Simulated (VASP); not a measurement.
EuMn3, 4 atoms in the cell. The structure is cubic, space group Pm-3m (No. 221). The conventional cell has a = 4.024 Å, b = 4.024 Å, c = 4.024 Å, α = 90.00°, β = 90.00°, γ = 90.00°. Within 3.7 Å of Eu (site symmetry m-3m) lie 12 Mn at 2.85 Å. Within 3.7 Å of Mn (site symmetry 4/mmm) lie 4 Eu at 2.85 Å and 8 Mn at 2.85 Å. 

```yaml
Program: VASP 6.6.1
Task: single point
Functional: PBEsol
Potentials_or_basis: VASP PAW PBE potentials, release 64 (Eu, Mn_pv)
Cutoff: 520 eV
k_mesh: 8 × 8 × 8
Occupations: gaussian, width 0.05 eV
Spin: collinear spin, ferrimagnetic start
Starting_moments: "[7.07, -3.64, -3.64, -3.64] μB"
Dipole_correction: no
k_mesh_for_the_DOS: 12 × 12 × 12
Occupations_for_the_DOS: tetrahedron
Further_INCAR_settings: ALGO = Normal; EDIFF = 1e-06
```

Potentials or basis: VASP PAW PBE potentials, release 64 (Eu, Mn_pv).

Run with:

```bash
$ cat potpaw_PBE.64/Eu/POTCAR potpaw_PBE.64/Mn_pv/POTCAR > POTCAR
$ cp INCAR.step1 INCAR
$ cp KPOINTS.step1 KPOINTS
$ mpirun -np 1 vasp_std > vasp.out
$ cp INCAR.step2 INCAR
$ cp KPOINTS.step2 KPOINTS
$ mpirun -np 1 vasp_std > vasp.out
```

Hardware: 1 thread of Intel Xeon 8259CL, on a shared host.

Q: Estimate the wall time of this run.

A: It took 27 min on 1 thread of Intel Xeon 8259CL (shared host), peak memory 0.41 GiB. Counts: k points 84.
